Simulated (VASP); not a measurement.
**CaIrN2: single point with LDA**

CaIrN2:

```
Ca Ir N
1.0
     1.61433    0.93203    4.87954
    -1.61433    0.93203    4.87954
     0.00000   -1.86406    4.87954
Ca Ir N
1 1 2
Direct
  0.00000 0.00000 0.00000
  0.50000 0.50000 0.50000
  0.76892 0.76892 0.76892
  0.23108 0.23108 0.23108
```

- Program: VASP 6.6.1
- Task: single point
- Functional: LDA
- Potentials or basis: VASP PAW LDA potentials, release 64 (Ca_sv, Ir, N)
- Cutoff: 520 eV
- k mesh: 8 × 8 × 8
- Occupations: methfessel-paxton, width 0.1 eV
- Spin: no spin polarisation
- Dipole correction: no
- Further INCAR settings: ALGO = Normal; EDIFF = 1e-06; NBANDS = 22

```json
{"Pressure": "2.4 GPa", "Largest force": "0.113 eV/Å", "Band gap on the k mesh": "zero (an odd number of electrons rules out a gap without spin polarisation)"}
```

Forces in eV/Å, atoms in the order of the input:
```
Ca   0.000  0.000  0.000
Ir   0.000  0.000  0.000
N    0.000  0.000 -0.113
N    0.000  0.000  0.113
```

Stress tensor (GPa, compression positive):
```
2.69 0.00 0.00
0.00 2.69 0.00
0.00 0.00 1.85
```

Levels at points of the mesh, in eV from the Fermi level:
```
           k point  band 13  band 14  band 15  band 16  band 17  band 18
(0.00, 0.00, 0.00)    -1.40    -1.01    -0.25     3.06     3.06     4.03
(0.50, 0.00, 0.00)    -1.57    -1.38    -0.74     2.76     3.66     4.28
(0.50, 0.50, 0.00)    -1.57    -1.44    -1.13     3.28     3.48     4.72
(0.50, 0.50, 0.50)    -2.10    -2.10    -0.16     2.94     4.72     4.72
```

Wall time 3.6 min on 1 thread of Oxide Virtual Turin-like Processor (shared host), peak memory 0.21 GiB.

Caveat: spin-orbit coupling is left out, which moves the levels of the heavy elements; an odd number of electrons without spin polarisation forces a metal; a magnetic or distorted state may lie lower.
